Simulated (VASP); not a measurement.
Set up this calculation in VASP 6.6.1, as the native input.

- Task: single point
- Functional: r2SCAN
- Potentials or basis: VASP PAW PBE potentials, release 64 (W_sv, Se)
- Cutoff: 520 eV
- k mesh: 12 × 12 × 2
- Occupations: gaussian, width 0.01 eV
- Spin: no spin polarisation
- Dipole correction: no
- Further INCAR settings: ALGO = Normal; EDIFF = 1e-07; NBANDS = 35

WSe2:

```
CELL_PARAMETERS angstrom
3.23367 0.00000 0.00000
-1.61684 2.80044 0.00000
0.00000 0.00000 12.88573
ATOMIC_POSITIONS crystal
W 0.33333 0.66667 0.25000
W 0.66667 0.33333 0.75000
Se 0.66667 0.33333 0.38077
Se 0.66667 0.33333 0.11923
Se 0.33333 0.66667 0.88077
Se 0.33333 0.66667 0.61923
```

This cell differs from its parent crystal: strain -2.0%.

The input as run:

POSCAR

```
WSe2
1.0
    3.2336740972      0.0000000000      0.0000000000
   -1.6168370486      2.8004439158      0.0000000000
    0.0000000000      0.0000000000     12.8857268896
W Se
2 4
Direct
    0.3333333333      0.6666666667      0.2500000000
    0.6666666667      0.3333333333      0.7500000000
    0.6666666667      0.3333333333      0.3807698276
    0.6666666667      0.3333333333      0.1192301724
    0.3333333333      0.6666666667      0.8807698276
    0.3333333333      0.6666666667      0.6192301724
```

INCAR.step1

```
PREC = Accurate ; ENCUT = 520
ISMEAR = 0 ; SIGMA = 0.01
LREAL = False ; LASPH = True
NELM = 80 ; NBANDS = 35
GGA = PE ; ALGO = Normal
EDIFF = 1E-4 ; LWAVE = True
LCHARG = False
```

INCAR.step2

```
PREC = Accurate ; ENCUT = 520
EDIFF = 1E-7 ; ISMEAR = 0
SIGMA = 0.01 ; LREAL = False
LASPH = True ; NELM = 80
ALGO = Normal ; ISIF = 2
LWAVE = False ; LCHARG = False
METAGGA = R2SCAN ; LMIXTAU = True
NBANDS = 35 ; ISTART = 1
```

KPOINTS

```
Automatic mesh
0
Gamma
  12 12 2
```

Potentials or basis: VASP PAW PBE potentials, release 64 (W_sv, Se).

Run with:

```console
$ cat potpaw_PBE.64/W_sv/POTCAR potpaw_PBE.64/Se/POTCAR > POTCAR
$ cp INCAR.step1 INCAR
$ mpirun -np 1 vasp_std > vasp.out
$ cp INCAR.step2 INCAR
$ mpirun -np 1 vasp_std > vasp.out
```

Results of the run:

```
Pressure               : 6.3 GPa
Largest force          : 0.010 eV/Å
Band gap on the k mesh : 1.08 eV (least direct gap 1.85 eV)
```

Caveat: the cell differs from its parent crystal (strain -2.0%); the cell stands under pressure; the PAW data sets were made with another functional, which shifts forces and pressure a little; spin-orbit coupling is left out, which moves the levels of the heavy elements.

Run time: 4.7 min on 1 thread of Intel(R) Xeon(R) 6975P-C (Granite Rapids), on a shared host, peak memory 0.31 GiB.
